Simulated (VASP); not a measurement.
# BeS (Pm-3m) in VASP: further runs

BeS is run at these levels: PBEsol; tasks: single point.

Program: VASP 6.6.1. These are calculated values, not measurements. Logs are shortened: lines on timing, memory, paths and dates and some standing lists are left out, and cuts for length are marked.

## 1. The cell of the first run

It takes space group Pm-3m (No. 221, cubic). The conventional cell has a = 2.941 Å, b = 2.941 Å, c = 2.941 Å, α = 90.00°, β = 90.00°, γ = 90.00°. Within 3.4 Å of Be (site symmetry m-3m) lie 8 S at 2.55 Å and 6 Be at 2.94 Å. Within 3.4 Å of S (site symmetry m-3m) lie 8 Be at 2.55 Å and 6 S at 2.94 Å.

## 2. Single point, PBEsol

File INCAR:

```
  PREC = Accurate
  ENCUT = 600
  EDIFF = 1E-6
  ISMEAR = -1
  SIGMA = 0.02
  LREAL = F
  LASPH = T
  NELM = 120
  ALGO = Normal
  ISIF = 2
  LWAVE = F
  LCHARG = F
  GGA = PS
  NBANDS = 11
  GGA_COMPAT = F
```

File KPOINTS:

```
Automatic mesh
0
Gamma
  3 3 3
```

File POSCAR:

```
BeS
1.0
    2.9413850405      0.0000000000      0.0000000000
    0.0000000000      2.9413850405      0.0000000000
    0.0000000000      0.0000000000      2.9413850405
Be S
1 1
Direct
    0.0000000000      0.0000000000      0.0000000000
    0.5000000000      0.5000000000      0.5000000000
```

Potentials or basis: VASP PAW PBE potentials, release 64 (Be, S).

On the command line:

```bash
$ cat potpaw_PBE.64/Be/POTCAR potpaw_PBE.64/S/POTCAR > POTCAR
$ mpirun -np 1 vasp_std > vasp.out
```

OUTCAR:

```text
PREC = Accurate
   ENCUT = 600
   EDIFF = 1E-6
   ISMEAR = -1
   LREAL = F
   LASPH = T
   NELM = 120
   ISIF = 2
   GGA = PS

 ion  position               nearest neighbor table
   1  0.000  0.000  0.000-   2 2.55   2 2.55   2 2.55   2 2.55   2 2.55   2 2.55   2 2.55   2 2.55

   2  0.500  0.500  0.500-   1 2.55   1 2.55   1 2.55   1 2.55   1 2.55   1 2.55   1 2.55   1 2.55

  LATTYP: Found a simple cubic cell.
 ALAT       =     2.9413850405

  Lattice vectors:

 A1 = (   2.9413850405,   0.0000000000,   0.0000000000)
 A2 = (   0.0000000000,   2.9413850405,   0.0000000000)
 A3 = (   0.0000000000,   0.0000000000,   2.9413850405)

Analysis of symmetry for initial positions (statically):
=====================================================================
 Subroutine PRICEL returns:
 Original cell was already a primitive cell.

 Routine SETGRP: Setting up the symmetry group for a
 simple cubic supercell.

 Subroutine GETGRP returns: Found 48 space group operations
 (whereof 48 operations were pure point group operations)
 out of a pool of 48 trial point group operations.

The static configuration has the point symmetry O_h .

Analysis of symmetry for dynamics (positions and initial velocities):
=====================================================================
 Subroutine PRICEL returns:
 Original cell was already a primitive cell.

 Routine SETGRP: Setting up the symmetry group for a
 simple cubic supercell.

 Subroutine GETGRP returns: Found 48 space group operations
 (whereof 48 operations were pure point group operations)
 out of a pool of 48 trial point group operations.

The dynamic configuration has the point symmetry O_h .

 Subroutine INISYM returns: Found 48 space group operations
 (whereof 48 operations are pure point group operations),
 and found     1 'primitive' translations

----------------------------------------------------------------------------------------

                                     Primitive cell

  volume of cell :      25.4481

  direct lattice vectors                    reciprocal lattice vectors
     2.941385041  0.000000000  0.000000000     0.339975891  0.000000000  0.000000000
     0.000000000  2.941385041  0.000000000     0.000000000  0.339975891  0.000000000
     0.000000000  0.000000000  2.941385041     0.000000000  0.000000000  0.339975891

  length of vectors
     2.941385041  2.941385041  2.941385041     0.339975891  0.339975891  0.339975891

  position of ions in fractional coordinates (direct lattice)
     0.000000000  0.000000000  0.000000000
     0.500000000  0.500000000  0.500000000

  ion indices of the primitive-cell ions
   primitive index   ion index
                 1           1
                 2           2

----------------------------------------------------------------------------------------

 KPOINTS: Automatic mesh

Automatic generation of k-mesh.
 Grid dimensions read from file:
 generate k-points for:    3    3    3

 Generating k-lattice:

  Cartesian coordinates                     Fractional coordinates (reciprocal lattice)
     0.113325297  0.000000000  0.000000000     0.333333333  0.000000000  0.000000000
     0.000000000  0.113325297  0.000000000     0.000000000  0.333333333  0.000000000
     0.000000000  0.000000000  0.113325297     0.000000000  0.000000000  0.333333333

  Length of vectors
     0.113325297  0.113325297  0.113325297

  Shift w.r.t. Gamma in fractional coordinates (k-lattice)
     0.000000000  0.000000000  0.000000000

 Subroutine IBZKPT returns following result:
 ===========================================

 Found      4 irreducible k-points:

 Following reciprocal coordinates:
            Coordinates               Weight
  0.000000  0.000000  0.000000      1.000000
  0.333333  0.000000  0.000000      6.000000
  0.333333  0.333333  0.000000     12.000000
  0.333333  0.333333  0.333333      8.000000
   k-points           NKPTS =      4   k-points in BZ     NKDIM =      4   number of bands    NBANDS=     11
   number of dos      NEDOS =    301   number of ions     NIONS =      2
   total plane-waves  NPLWV =  13824
   dimension x,y,z NGX =    24 NGY =   24 NGZ =   24
   dimension x,y,z NGXF=    48 NGYF=   48 NGZF=   48
   ions per type =               1   1
   NGX,Y,Z   is equivalent  to a cutoff of  13.56, 13.56, 13.56 a.u.
   NGXF,Y,Z  is equivalent  to a cutoff of  27.13, 27.13, 27.13 a.u.
 SYSTEM =  unknown system
   PREC   = accura    normal or accurate (medium, high low for compatibility)
   ISTART =      0    job   : 0-new  1-cont  2-samecut
   ICHARG =      2    charge: 1-file 2-atom 10-const
   ISPIN  =      1    spin polarized calculation?
   LNONCOLLINEAR =      F non collinear calculations
   LSORBIT =      F    spin-orbit coupling
   LASPH  =      T    aspherical Exc in radial PAW
   ENCUT  =  600.0 eV  44.10 Ry    6.64 a.u.   5.87  5.87  5.87*2*pi/ulx,y,z
   NELM   =    120;   NELMIN=  2; NELMDL= -5     # of ELM steps
   EDIFF  = 0.1E-05   stopping-criterion for ELM
   LREAL  =      F    real-space projection
   EDIFFG = 0.1E-04   stopping-criterion for IOM
   NSW    =      0    number of steps for IOM
   IBRION =     -1    ionic relax: 0-MD 1-quasi-New 2-CG
   NFREE  =      0    steps in history (QN), initial steepest desc. (CG)
   ISIF   =      2    stress and relaxation
   ISYM   =      2    0-nonsym 1-usesym 2-fastsym
   POTIM  = 0.5000    time-step for ionic-motion
   TEBEG  =    0.0;   TEEND  =   0.0 temperature during run
   PSTRESS=    0.0 pullay stress
   NELECT =       8.0000    total number of electrons
   NUPDOWN=      -1.0000    fix difference up-down
   EMIN   =  10.00;   EMAX   =-10.00  energy-range for DOS
   EFERMI =   0.00;   METHOD = LEGACY
   ISMEAR =    -1;   SIGMA  =   0.02  broadening in eV -4-tet -1-fermi 0-gaus
   EFERMI_NEDOS =   21; number of points for ismear=-14 and -15
   IALGO  =     38    algorithm
   IMIX   =      4    mixing-type and parameters
     AMIX     =   0.40;   BMIX     =  1.00
     AMIX_MAG =   1.60;   BMIX_MAG =  1.00
  volume/ion in A,a.u.               =      12.72        85.87
  Fermi-wavevector in a.u.,A,eV,Ry     =   1.113148  2.103545 16.858961  1.239099
  Thomas-Fermi vector in A             =   2.249730
   LORBIT       =      0    0 simple, 1 ext, 2 COOP (PROOUT), +10 PAW based schemes
   GGA     = PS    functional components
   LHFCALC =     F    Hartree Fock is set to
   AEXX    =    0.0000 exact exchange contribution
   IVDW    =     0    specifies the selected vdW correction
   LEPSILON=     F    determine dielectric tensor
   LRPA    =     F    only Hartree local field effects (RPA)
 non-spin polarized calculation
  energy-cutoff  :      600.00
  volume of cell :       25.45
 maximum number of plane-waves:       856
 NGX is ok and might be reduce to    24
   NGX = 11   NGY = 11   NGZ = 11

 number of electron       8.0000001 magnetization

 Free energy of the ion-electron system (eV)
  ---------------------------------------------------
  ext. energy  EPLUGINS =         0.00000000
  ---------------------------------------------------
  free energy    TOTEN  =        -6.75835949 eV

  energy without entropy =       -6.75371740  energy(sigma->0) =       -6.75603845

 E-fermi :   8.3120     XC(G=0): -10.6652

 val. band max:        8.2416575022   @ k =   0.3333   0.3333   0.0000
 cond. band min:       8.3823785811   @ k =   0.3333   0.3333   0.0000
 fundamental gap:      0.1407210790
 Fermi energy:         8.3120180417

 k-point     1 :       0.0000    0.0000    0.0000
  band No.  band energies     occupation
      1      -8.2523      2.00000
      2       6.0691      2.00000
      3       6.0691      2.00000
      4       6.0691      2.00000
      5       9.1282      0.00000
      6      12.5770      0.00000
      7      12.5770      0.00000
      8      17.3712      0.00000
      9      17.3712      0.00000
     10      17.3712      0.00000
     11      23.6999      0.00000

 k-point     2 :       0.3333    0.0000    0.0000
  band No.  band energies     occupation
      1      -7.0129      2.00000
      2       0.4006      2.00000
      3       7.2847      2.00000
      4       7.2847      2.00000
      5      10.5772      0.00000
      6      13.8075      0.00000
      7      13.8075      0.00000
      8      14.2060      0.00000
      9      15.0029      0.00000
     10      21.0038      0.00000
     11      21.0652      0.00000

 k-point     3 :       0.3333    0.3333    0.0000
  band No.  band energies     occupation
      1      -5.7543      2.00000
      2       1.5807      2.00000
      3       1.6298      2.00000
      4       8.2417      1.94239
      5       8.3824      0.05761
      6      13.1478      0.00000
      7      14.2601      0.00000
      8      15.5740      0.00000
      9      18.5596      0.00000
     10      19.4389      0.00000
     11      22.5344      0.00000

 k-point     4 :       0.3333    0.3333    0.3333
  band No.  band energies     occupation
      1      -4.5372      2.00000
      2       2.5207      2.00000
      3       3.1321      2.00000
      4       3.1321      2.00000
      5       9.4631      0.00000
      6       9.4631      0.00000
      7       9.6651      0.00000
      8      14.1307      0.00000
      9      22.8186      0.00000
     10      23.5178      0.00000
     11      23.5178      0.00000

------------------------ aborting loop because EDIFF is reached ----------------------------------------

  FORCE on cell =-STRESS in cart. coord.  units (eV):
  Direction    XX          YY          ZZ          XY          YZ          ZX
  --------------------------------------------------------------------------------------
  -------------------------------------------------------------------------------------
  Total        1.3576098      1.3576098      1.3576098      0.0000000      0.0000000     -0.0000000
  in kB       85.4731890     85.4731890     85.4731890      0.0000000      0.0000000     -0.0000000
  external PRESSURE =      85.4731890 kB  Pullay stress =       0.0000000 kB

 VOLUME and BASIS-vectors are now :
 -----------------------------------------------------------------------------
  energy-cutoff  :      600.00
  volume of cell :       25.45
      direct lattice vectors                 reciprocal lattice vectors
     2.941385041  0.000000000  0.000000000     0.339975891  0.000000000  0.000000000
     0.000000000  2.941385041  0.000000000     0.000000000  0.339975891  0.000000000
     0.000000000  0.000000000  2.941385041     0.000000000  0.000000000  0.339975891

 POSITION                                       TOTAL-FORCE (eV/Angst)
 -----------------------------------------------------------------------------------
      0.00000      0.00000      0.00000         0.000000      0.000000      0.000000
      1.47069      1.47069      1.47069         0.000000      0.000000      0.000000
 -----------------------------------------------------------------------------------
    total drift:                               -0.000000     -0.000000     -0.000000

  FREE ENERGIE OF THE ION-ELECTRON SYSTEM (eV)
  ---------------------------------------------------
  free  energy   TOTEN  =        -6.7583594871 eV

  energy  without entropy=       -6.7537174042  energy(sigma->0) =       -6.75603845
```

Run time: 4.8 s. Hardware: 1 thread of Intel Xeon 8259CL, shared host; peak memory 0.13 GiB.

What came out:

```yaml
Free_energy: -6.7584 eV
Pressure: 8.5 GPa
Band_gap_on_the_k_mesh: 0.14 eV
```

Levels at points of the mesh, in eV from the valence-band top:
```
           k point  band 1  band 2  band 3  band 4  band 5  band 6  band 7  band 8  band 9
(0.00, 0.00, 0.00)  -16.49   -2.17   -2.17   -2.17    0.89    4.34    4.34    9.13    9.13
```

Caveat: the k points lie up to 0.71 Å⁻¹ apart; the structure was generated, so it needn't be the stable form of BeS; semilocal functionals underestimate gaps, and a narrow one can read as zero; the PAW data sets were made with another functional, which shifts forces and pressure a little; an odd mesh through Γ misses points on the zone boundary, where band edges can lie.

## 3. Single point, PBEsol

File INCAR:

```
SYSTEM = BeS
PREC = Accurate
ENCUT = 600
EDIFF = 1E-6
ISMEAR = -5
SIGMA = 0.1
LREAL = .False.
LASPH = .True.
NELM = 120
ALGO = Normal
ISIF = 2
LWAVE = .False.
LCHARG = .False.
GGA = PS
NBANDS = 11
GGA_COMPAT = .False.
```

File KPOINTS:

```
Automatic mesh
0
Gamma
  6 6 6
  0 0 0
```

POSCAR is that of step 2.

Potentials or basis: VASP PAW PBE potentials, release 64 (Be, S).

On the command line:

```bash
$ cat potpaw_PBE.64/Be/POTCAR potpaw_PBE.64/S/POTCAR > POTCAR
$ mpirun -np 1 vasp_std > vasp.out
```

It took 8.1 s on 1 thread of Intel Xeon 8259CL, shared host; peak memory 0.13 GiB.

The run converged. Its results:

* Free energy: -7.7616 eV
* Pressure: -2.3 GPa
* Band gap on the k mesh: zero (bands 4 and 5 overlap by 1.42 eV)

Levels at points of the mesh, in eV from the Fermi level:
```tsv
k point	band 1	band 2	band 3	band 4	band 5	band 6	band 7	band 8	band 9
(0.00, 0.00, 0.00)	-15.86	-1.52	-1.52	-1.52	1.71	5.12	5.12	10.05	10.05
(0.50, 0.00, 0.00)	-14.02	-8.49	0.24	0.24	3.56	5.31	5.31	6.92	7.76
(0.50, 0.50, 0.00)	-12.13	-6.70	-6.70	-1.67	1.24	7.76	7.76	7.99	9.79
(0.50, 0.50, 0.50)	-10.56	-4.27	-4.27	-4.27	-0.47	-0.47	-0.47	3.94	20.88
```

Caveat: the structure was generated, so it needn't be the stable form of BeS; the PAW data sets were made with another functional, which shifts forces and pressure a little; tetrahedron occupations give inexact forces and stress in metals.

## 4. Single point, PBEsol

File INCAR:

```
ALGO     = Normal         # electronic algorithm
EDIFF    = 1E-6           # SCF threshold, eV
ENCUT    = 600            # plane-wave cutoff, eV
GGA      = PS             # functional
GGA_COMPAT= F            
ISIF     = 2              # what is computed and relaxed
ISMEAR   = -1             # smearing method
LASPH    = T              # aspherical terms in the spheres
LCHARG   = T              # write CHGCAR
LELF     = T              # ELF
LREAL    = F              # projectors in reciprocal space
LVHAR    = T            
LWAVE    = F              # write WAVECAR
NBANDS   = 11             # bands
NELM     = 120            # most SCF steps
PREC     = Accurate       # precision mode
SIGMA    = 0.02           # smearing width, eV
```

File KPOINTS:

```
k-points
0
Gamma
  6 6 6
```

POSCAR is that of step 3.

On the command line:

```bash
$ cat potpaw_PBE.64/Be/POTCAR potpaw_PBE.64/S/POTCAR > POTCAR
$ mpirun -np 1 vasp_std > vasp.out
```

Run time: 6.7 s. Hardware: 1 thread of Intel Xeon 8259CL, shared host; peak memory 0.13 GiB.

It converged, with:

```yaml
Free_energy: -7.7325 eV
Pressure: -4.9 GPa
Band_gap_on_the_k_mesh: zero (bands 4 and 5 overlap by 1.23 eV)
```

Levels at points of the mesh, in eV from the Fermi level:
| k point | band 1 | band 2 | band 3 | band 4 | band 5 | band 6 | band 7 | band 8 |
| --- | --- | --- | --- | --- | --- | --- | --- | --- |
| (0.00, 0.00, 0.00) | -15.98 | -1.63 | -1.63 | -1.63 | 1.69 | 5.07 | 5.07 | 10.08 |
| (0.50, 0.00, 0.00) | -14.16 | -8.54 | 0.08 | 0.08 | 3.55 | 5.35 | 5.35 | 6.88 |
| (0.50, 0.50, 0.00) | -12.31 | -6.77 | -6.77 | -1.64 | 1.07 | 7.76 | 7.76 | 8.09 |
| (0.50, 0.50, 0.50) | -10.75 | -4.40 | -4.40 | -4.40 | -0.44 | -0.44 | -0.44 | 4.02 |

Caveat: the cell stands under tension; the structure was generated, so it needn't be the stable form of BeS; the PAW data sets were made with another functional, which shifts forces and pressure a little.

## 5. The runs side by side

```tsv
k mesh	smearing	gap on the mesh (eV)	pressure (GPa)
3 × 3 × 3	fermi-dirac 0.02 eV	0.14	8.5
6 × 6 × 6	tetrahedron	none	-2.3
6 × 6 × 6	fermi-dirac 0.02 eV	none	-4.9
```

Alike in all rows: task single point; level PBEsol; potentials or basis VASP PAW PBE potentials, release 64 (Be, S); no spin polarisation; cell as given; cutoff (eV) 600.

Caveats: some runs use coarse meshes; the structure was generated, so it needn't be the stable form of BeS; the PAW data sets were made with another functional, which shifts forces and pressure a little; semilocal functionals underestimate gaps, and a narrow one can read as zero (at least some runs); an odd mesh through Γ misses points on the zone boundary, where band edges can lie (at least some runs); tetrahedron occupations give inexact forces and stress in metals (at least some runs); the cell stands under tension (at least some runs).

Total energies depend on the potentials used, so only differences within one code and one set of settings carry meaning.

The gap in the log of VASP goes by the Fermi energy; the results here count the filled bands.